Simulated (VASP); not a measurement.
# SiO2 (Pmma) in VASP: further runs, part 2 of 2

VASP 6.6.1. Earlier steps stand in the parts before.

### Step 3. Electric field gradients, r2SCAN

File POSCAR:

```
SiO2
1.0
    5.2382746100      0.0000000000      0.0000000000
    0.0000000000      7.4405844800      0.0000000000
    0.0000000000      0.0000000000      8.1228630600
Si O
6 12
Direct
    0.2500000000      0.2113497400      0.1052556900
    0.7500000000      0.7886502600      0.8947443100
    0.7500000000      0.2113497400      0.8947443100
    0.2500000000      0.7886502600      0.1052556900
    0.2500000000      0.5000000000      0.3868849600
    0.7500000000      0.5000000000      0.6131150400
    0.0000000000      0.2626614600      0.0000000000
    0.5000000000      0.7373385400      0.0000000000
    0.0000000000      0.7373385400      0.0000000000
    0.5000000000      0.2626614600      0.0000000000
    0.2500000000      0.0000000000      0.1482779200
    0.7500000000      0.0000000000      0.8517220800
    0.2500000000      0.3218798500      0.2744145200
    0.7500000000      0.6781201500      0.7255854800
    0.7500000000      0.3218798500      0.7255854800
    0.2500000000      0.6781201500      0.2744145200
    0.5000000000      0.5000000000      0.5000000000
    0.0000000000      0.5000000000      0.5000000000
```

File INCAR.step1:

```
SYSTEM = SiO2
ALGO = Normal ; EDIFF = 1E-4
ENCUT = 520 ; GGA = PE
ISMEAR = -1 ; LASPH = .TRUE.
LCHARG = .FALSE. ; LREAL = Auto
LWAVE = .TRUE. ; NBANDS = 63
NELM = 100 ; PREC = Accurate
SIGMA = 0.02
```

File INCAR.step2:

```
SYSTEM = SiO2
ALGO = Normal ; EDIFF = 1E-8
ENCUT = 520 ; ISIF = 2
ISMEAR = -1 ; ISTART = 1
LASPH = .TRUE. ; LCHARG = .FALSE.
LEFG = .TRUE. ; LMIXTAU = .TRUE.
LREAL = Auto ; LWAVE = .FALSE.
METAGGA = R2SCAN ; NBANDS = 63
NELM = 100 ; PREC = Accurate
SIGMA = 0.02
```

File KPOINTS:

```
k-points
0
G
  4 3 3
  0 0 0
```

Potentials or basis: VASP PAW PBE potentials, release 64 (Si, O).

Command:

```
$ cat potpaw_PBE.64/Si/POTCAR potpaw_PBE.64/O/POTCAR > POTCAR
$ cp INCAR.step1 INCAR
$ mpirun -np 1 vasp_std > vasp.out
$ cp INCAR.step2 INCAR
$ mpirun -np 1 vasp_std > vasp.out
```

OUTCAR:

```text
SYSTEM = SiO2
   EDIFF = 1E-8
   ENCUT = 520
   ISIF = 2
   ISMEAR = -1
   ISTART = 1
   LASPH = .TRUE.
   LREAL = Auto
   METAGGA = R2SCAN
   NELM = 100
   PREC = Accurate

 ion  position               nearest neighbor table
   1  0.250  0.211  0.105-  13 1.60  10 1.61   7 1.61  11 1.61   3 3.13   3 3.13   5 3.14   4 3.15

   2  0.750  0.789  0.895-  14 1.60   9 1.61   8 1.61  12 1.61   4 3.13   4 3.13   6 3.14   3 3.15

   3  0.750  0.211  0.895-  15 1.60  10 1.61   7 1.61  12 1.61   1 3.13   1 3.13   6 3.14   2 3.15

   4  0.250  0.789  0.105-  16 1.60   9 1.61   8 1.61  11 1.61   2 3.13   2 3.13   5 3.14   1 3.15

   5  0.250  0.500  0.387-  17 1.60  18 1.60  13 1.61  16 1.61   1 3.14   4 3.14
   6  0.750  0.500  0.613-  17 1.60  18 1.60  14 1.61  15 1.61   2 3.14   3 3.14
[... 1053 lines left out ...]
---------------------------------------------------------------------

 Electric field gradients after diagonalization (V/A^2)
 (convention: |V_zz| > |V_xx| > |V_yy|)
----------------------------------------------------------------------
 ion       V_xx      V_yy      V_zz     asymmetry (V_yy - V_xx)/ V_zz
----------------------------------------------------------------------
   1      -7.241    -1.361     8.602       0.684
   2      -7.241    -1.361     8.602       0.684
   3      -7.241    -1.361     8.602       0.684
   4      -7.241    -1.361     8.602       0.684
   5      -3.247    -1.764     5.011       0.296
   6      -3.247    -1.764     5.011       0.296
[... 10 lines left out ...]
  17     -48.892   -47.302    96.195       0.017
  18     -48.892   -47.302    96.195       0.017
----------------------------------------------------------------------

           NMR quadrupolar parameters

 Cq : quadrupolar parameter    Cq=e*Q*V_zz/h
 eta: asymmetry parameters     (V_yy - V_xx)/ V_zz
 Q  : nuclear electric quadrupole moment in mb (millibarn)
----------------------------------------------------------------------
 ion       Cq(MHz)       eta       Q (mb)
----------------------------------------------------------------------
   1       0.021       0.684       1.000
   2       0.021       0.684       1.000
   3       0.021       0.684       1.000
   4       0.021       0.684       1.000
   5       0.012       0.296       1.000
   6       0.012       0.296       1.000
[... 10 lines left out ...]
  17       0.233       0.017       1.000
  18       0.233       0.017       1.000
----------------------------------------------------------------------
```

It took 11 min on 1 thread of Intel Xeon 6975P-C (Granite Rapids), shared host; peak memory 0.45 GiB.

Results:

```yaml
Free_energy: -178.5657 eV
Pressure: 0.2 GPa
Largest_force: 0.017 eV/Å
Band_gap_on_the_k_mesh: 6.17 eV
Largest_electric_field_gradient_by_atom: Si +8.6, +5.0 (each value once); O +89.3, +89.6, +91.7, +96.2 (each value once) V/Å²
```

Forces on the atoms (eV/Å):
```
Si   0.000 -0.001  0.005
Si   0.000  0.001 -0.005
Si   0.000 -0.001 -0.005
Si   0.000  0.001  0.005
Si   0.000  0.000 -0.016
Si   0.000  0.000  0.016
O    0.000  0.011  0.000
O    0.000 -0.011  0.000
O    0.000 -0.011  0.000
O    0.000  0.011  0.000
O    0.000  0.000  0.012
O    0.000  0.000 -0.012
O    0.000 -0.011  0.014
O    0.000  0.011 -0.014
O    0.000 -0.011 -0.014
O    0.000  0.011  0.014
O    0.000  0.000  0.000
O    0.000  0.000  0.000
```

Levels at points of the mesh, in eV from the valence-band top:
```
           k point  band 46  band 47  band 48  band 49  band 50  band 51
(0.00, 0.00, 0.00)    -0.44    -0.32     0.00     6.17     8.70     8.90
(0.50, 0.00, 0.00)    -0.63    -0.50    -0.50     8.04     8.04     9.54
```

Electric field gradients, principal values (V/Å²):
| atom | least | middle | greatest (by size) |
| --- | --- | --- | --- |
| 1 Si | -1.361 | -7.241 | 8.602 |
| 2 Si | -1.361 | -7.241 | 8.602 |
| 3 Si | -1.361 | -7.241 | 8.602 |
| 4 Si | -1.361 | -7.241 | 8.602 |
| 5 Si | -1.764 | -3.247 | 5.011 |
| 6 Si | -1.764 | -3.247 | 5.011 |
| 7 O | -38.905 | -50.429 | 89.334 |
| 8 O | -38.905 | -50.429 | 89.334 |
| 9 O | -38.905 | -50.429 | 89.334 |
| 10 O | -38.905 | -50.429 | 89.334 |
| 11 O | -40.857 | -48.790 | 89.648 |
| 12 O | -40.857 | -48.790 | 89.648 |
| 13 O | -40.577 | -51.141 | 91.718 |
| 14 O | -40.577 | -51.141 | 91.718 |
| 15 O | -40.577 | -51.141 | 91.718 |
| 16 O | -40.577 | -51.141 | 91.718 |
| 17 O | -47.302 | -48.892 | 96.195 |
| 18 O | -47.302 | -48.892 | 96.195 |

Caveat: without QUAD_EFG the Cq values of the log hold for a quadrupole moment of 1 mb, not for the nuclei; the PAW data sets were made with another functional, which shifts forces and pressure a little.

### Step 4. Electric field gradients, PBE

File INCAR:

```
ALGO = Normal
EDIFF = 1E-8
ENCUT = 520
GGA = PE
GGA_COMPAT = False
ISIF = 2
ISMEAR = -1
ISYM = 0
LASPH = True
LCHARG = False
LEFG = True
LREAL = False
LWAVE = False
NBANDS = 63
NELM = 120
PREC = Accurate
SIGMA = 0.02
```

File KPOINTS:

```
k-points
0
Gamma
  4 3 3
```

POSCAR is that of step 3.

Potentials or basis: VASP PAW PBE potentials, release 64 (Si, O).

Command:

```
$ cat potpaw_PBE.64/Si/POTCAR potpaw_PBE.64/O/POTCAR > POTCAR
$ mpirun -np 1 vasp_std > vasp.out
```

OUTCAR:

```text
EDIFF = 1E-8
   ENCUT = 520
   GGA = PE
   ISIF = 2
   ISMEAR = -1
   ISYM = 0
   LASPH = True
   LREAL = False
   NELM = 120
   PREC = Accurate

 ion  position               nearest neighbor table
   1  0.250  0.211  0.105-  13 1.60  10 1.61   7 1.61  11 1.61   3 3.13   3 3.13   5 3.14   4 3.15

   2  0.750  0.789  0.895-  14 1.60   9 1.61   8 1.61  12 1.61   4 3.13   4 3.13   6 3.14   3 3.15

   3  0.750  0.211  0.895-  15 1.60  10 1.61   7 1.61  12 1.61   1 3.13   1 3.13   6 3.14   2 3.15

   4  0.250  0.789  0.105-  16 1.60   9 1.61   8 1.61  11 1.61   2 3.13   2 3.13   5 3.14   1 3.15

   5  0.250  0.500  0.387-  17 1.60  18 1.60  13 1.61  16 1.61   1 3.14   4 3.14
   6  0.750  0.500  0.613-  17 1.60  18 1.60  14 1.61  15 1.61   2 3.14   3 3.14
   7  0.000  0.263  0.000-   1 1.61   3 1.61
   8  0.500  0.737  0.000-   2 1.61   4 1.61
   9  0.000  0.737  0.000-   2 1.61   4 1.61
  10  0.500  0.263  0.000-   1 1.61   3 1.61
  11  0.250  0.000  0.148-   1 1.61   4 1.61
  12  0.750  0.000  0.852-   2 1.61   3 1.61
  13  0.250  0.322  0.274-   1 1.60   5 1.61
  14  0.750  0.678  0.726-   2 1.60   6 1.61
  15  0.750  0.322  0.726-   3 1.60   6 1.61
  16  0.250  0.678  0.274-   4 1.60   5 1.61
  17  0.500  0.500  0.500-   5 1.60   6 1.60
  18  0.000  0.500  0.500-   5 1.60   6 1.60

IMPORTANT INFORMATION: All symmetrisations will be switched off!
NOSYMM: (Re-)initialisation of all symmetry stuff for point group C_1.

----------------------------------------------------------------------------------------

                                     Primitive cell

  volume of cell :     316.5953

  direct lattice vectors                    reciprocal lattice vectors
[... 1378 lines left out ...]
  energy-cutoff  :      520.00
  volume of cell :      316.60
      direct lattice vectors                 reciprocal lattice vectors
     5.238274610  0.000000000  0.000000000     0.190902554  0.000000000  0.000000000
     0.000000000  7.440584480  0.000000000     0.000000000  0.134398044  0.000000000
     0.000000000  0.000000000  8.122863060     0.000000000  0.000000000  0.123109302

 POSITION                                       TOTAL-FORCE (eV/Angst)
 -----------------------------------------------------------------------------------
      1.30957      1.57257      0.85498         0.000003     -0.053578     -0.021993
      3.92871      5.86802      7.26789         0.000001      0.053578      0.021990
      3.92871      1.57257      7.26789        -0.000003     -0.053579      0.021993
      1.30957      5.86802      0.85498        -0.000001      0.053577     -0.021991
      1.30957      3.72029      3.14261         0.000001      0.000000     -0.033762
      3.92871      3.72029      4.98025        -0.000001      0.000002      0.033762
[... 10 lines left out ...]
      2.61914      3.72029      4.06143        -0.000000     -0.000000      0.000000
      0.00000      3.72029      4.06143         0.000000     -0.000000      0.000000
 -----------------------------------------------------------------------------------
    total drift:                               -0.000000      0.000007     -0.000002

  FREE ENERGIE OF THE ION-ELECTRON SYSTEM (eV)
  ---------------------------------------------------
  free  energy   TOTEN  =      -142.1925963298 eV

  energy  without entropy=     -142.1925963298  energy(sigma->0) =     -142.19259633

 Electric field gradients (V/A^2)
---------------------------------------------------------------------
 ion       V_xx      V_yy      V_zz      V_xy      V_xz      V_yz
---------------------------------------------------------------------
   1      -1.569     1.058     0.511     0.000    -0.000    -8.028
   2      -1.569     1.058     0.511    -0.000     0.000    -8.028
   3      -1.569     1.058     0.511    -0.000    -0.000     8.028
   4      -1.569     1.058     0.511     0.000     0.000     8.028
   5      -1.725     5.129    -3.404     0.000     0.000     0.000
   6      -1.725     5.129    -3.404     0.000     0.000     0.000
[... 10 lines left out ...]
  17      50.414   -49.597    -0.817     0.000    68.699     0.000
  18      50.414   -49.597    -0.817    -0.000   -68.699    -0.000
---------------------------------------------------------------------

 Electric field gradients after diagonalization (V/A^2)
 (convention: |V_zz| > |V_xx| > |V_yy|)
----------------------------------------------------------------------
 ion       V_xx      V_yy      V_zz     asymmetry (V_yy - V_xx)/ V_zz
----------------------------------------------------------------------
   1      -7.248    -1.569     8.817       0.644
   2      -7.248    -1.569     8.817       0.644
   3      -7.248    -1.569     8.817       0.644
   4      -7.248    -1.569     8.817       0.644
   5      -3.404    -1.725     5.129       0.327
   6      -3.404    -1.725     5.129       0.327
[... 10 lines left out ...]
  17     -49.597   -48.520    98.117       0.011
  18     -49.597   -48.520    98.117       0.011
----------------------------------------------------------------------

           NMR quadrupolar parameters

 Cq : quadrupolar parameter    Cq=e*Q*V_zz/h
 eta: asymmetry parameters     (V_yy - V_xx)/ V_zz
 Q  : nuclear electric quadrupole moment in mb (millibarn)
----------------------------------------------------------------------
 ion       Cq(MHz)       eta       Q (mb)
----------------------------------------------------------------------
   1       0.021       0.644       1.000
   2       0.021       0.644       1.000
   3       0.021       0.644       1.000
   4       0.021       0.644       1.000
   5       0.012       0.327       1.000
   6       0.012       0.327       1.000
[... 10 lines left out ...]
  17       0.237       0.011       1.000
  18       0.237       0.011       1.000
----------------------------------------------------------------------
```

stdout:

```text
POSCAR found type information on POSCAR SiO
 POSCAR found :  2 types and      18 ions
 scaLAPACK will be used
 -----------------------------------------------------------------------------
[... 19 lines left out ...]
     0.0000487     0.0000011     0.3585971     0.1420533    -0.0000036     0.0163366
     0.0000670     0.0000011     0.3585971     0.1420533    -0.0000036     0.0163366
     0.0000923     0.0000011     0.3585971     0.1420533    -0.0000036     0.0163366
[... 100 lines left out ...]
     0.0000293     0.0000053    -0.0000054     5.8668190    52.2862961   -35.5280667
     0.0000403     0.0000053    -0.0000054     5.8668179    52.2862865   -35.5280601
     0.0000555     0.0000053    -0.0000054     5.8668161    52.2862699   -35.5280489
     0.0000765     0.0000053    -0.0000054     5.86
```

Wall time 7 min (1 thread of Intel Xeon Platinum 8375C at 2.90GHz (Ice Lake), shared host); peak memory 0.5 GiB.

Results:

```yaml
Free_energy: -142.1926 eV
Pressure: 3.7 GPa
Largest_force: 0.267 eV/Å
Band_gap_on_the_k_mesh: 5.51 eV
Largest_electric_field_gradient_by_atom: Si +8.8, +5.1 (each value once); O +91.4, +91.8, +93.6, +98.1 (each value once) V/Å²
```

Forces on the atoms (eV/Å):
```
Si   0.000 -0.054 -0.022
Si   0.000  0.054  0.022
Si   0.000 -0.054  0.022
Si   0.000  0.054 -0.022
Si   0.000  0.000 -0.034
Si   0.000  0.000  0.034
O    0.000  0.247  0.000
O    0.000 -0.247  0.000
O    0.000 -0.247  0.000
O    0.000  0.247  0.000
O    0.000  0.000  0.267
O    0.000  0.000 -0.267
O    0.000 -0.164  0.179
O    0.000  0.164 -0.179
O    0.000 -0.164 -0.179
O    0.000  0.164  0.179
O    0.000  0.000  0.000
O    0.000  0.000  0.000
```

Electric field gradients, principal values (V/Å²):
| atom | least | middle | greatest (by size) |
| --- | --- | --- | --- |
| 1 Si | -1.569 | -7.248 | 8.817 |
| 2 Si | -1.569 | -7.248 | 8.817 |
| 3 Si | -1.569 | -7.248 | 8.817 |
| 4 Si | -1.569 | -7.248 | 8.817 |
| 5 Si | -1.725 | -3.404 | 5.129 |
| 6 Si | -1.725 | -3.404 | 5.129 |
| 7 O | -40.183 | -51.256 | 91.439 |
| 8 O | -40.183 | -51.256 | 91.439 |
| 9 O | -40.183 | -51.256 | 91.439 |
| 10 O | -40.183 | -51.256 | 91.439 |
| 11 O | -41.738 | -50.101 | 91.839 |
| 12 O | -41.738 | -50.101 | 91.839 |
| 13 O | -41.507 | -52.077 | 93.585 |
| 14 O | -41.507 | -52.077 | 93.585 |
| 15 O | -41.507 | -52.077 | 93.585 |
| 16 O | -41.507 | -52.077 | 93.585 |
| 17 O | -48.520 | -49.597 | 98.117 |
| 18 O | -48.520 | -49.597 | 98.117 |

Caveat: the cell stands under pressure; without QUAD_EFG the Cq values of the log hold for a quadrupole moment of 1 mb, not for the nuclei.
